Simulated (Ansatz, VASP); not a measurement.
## Two plane-wave programs on BaS

The input POSCAR:

```
BaS
1.0
    0.0000000000      3.2117958739      3.1475599564
    3.2117958739      0.0000000000      3.1475599564
    3.2117958739      3.2117958739      0.0000000000
Ba S
1 1
Direct
    0.0000000000      0.0000000000      0.0000000000
    0.5000000000      0.5000000000      0.5000000000
```

File INCAR.step1:

```
PREC = Accurate
ENCUT = 520
ISMEAR = 0
SIGMA = 0.01
LREAL = False
LASPH = True
NELM = 60
NBANDS = 15
GGA = PE
ALGO = Normal
EDIFF = 1E-4
LWAVE = True
LCHARG = False
```

File INCAR.step2:

```
PREC = Accurate
ENCUT = 520
EDIFF = 1E-6
ISMEAR = 0
SIGMA = 0.01
LREAL = False
LASPH = True
NELM = 60
ALGO = Normal
ISIF = 2
LWAVE = False
LCHARG = False
METAGGA = R2SCAN
LMIXTAU = True
NBANDS = 15
ISTART = 1
```

KPOINTS

```
regular mesh
0
Gamma
  8 8 8
```

Input for Ansatz:

```yaml
crystal:
  lattice:
    - [0.0, 3.2117958739, 3.1475599564]
    - [3.2117958739, 0.0, 3.1475599564]
    - [3.2117958739, 3.2117958739, 0.0]
  atoms:
    - { symbol: Ba, position: [0.0, 0.0, 0.0] }
    - { symbol: S, position: [0.5, 0.5, 0.5] }
kpoints:
  mp_grid: { grid: [8, 8, 8] }
  band_path:
    path:
      - [0.0, 0.0, 0.0]
      - [0.5, 0.0, 0.5]
      - [0.625, 0.25, 0.625]
      - [0.375, 0.375, 0.75]
      - [0.5, 0.5, 0.5]
      - [0.5, 0.25, 0.75]
      - [0.5, 0.5, 0.0]
    npoints: 1
hamiltonian:
  xc: r2scan
scf:
  occupations: { method: fixed }
  n_extra_bands: 4
output:
  forces: true
  stress: true
  eigenvalues: true
```

Change from the starting cell: uniaxial_z strain -2.0%.

Alike in both runs: task single point; functional r2SCAN; k mesh 8 × 8 × 8; no spin polarisation.

|  | VASP | Ansatz |
| --- | --- | --- |
| version | VASP 6.6.1 | Ansatz 0.2.0 |
| potentials or method | VASP PAW PBE potentials, release 64 (Ba_sv, S) | plane waves, PAW |
| plane-wave cutoff (eV) | 520 | 500 |
| occupations | gaussian, width 0.01 eV | fixed |
| valence electrons in the cell | 16 | 16 |

```csv
,VASP,Ansatz,Ansatz less VASP
gap on the k mesh at the Fermi level (eV),2.39,2.49,+0.095
pressure (GPa),1.6,1.0,-0.61
"traceless stress, the component that is largest in VASP (GPa)",1.37,1.25,-0.111
```

VASP's potentials were made for PBE, not for r2SCAN.

Neither program's run includes spin-orbit coupling.
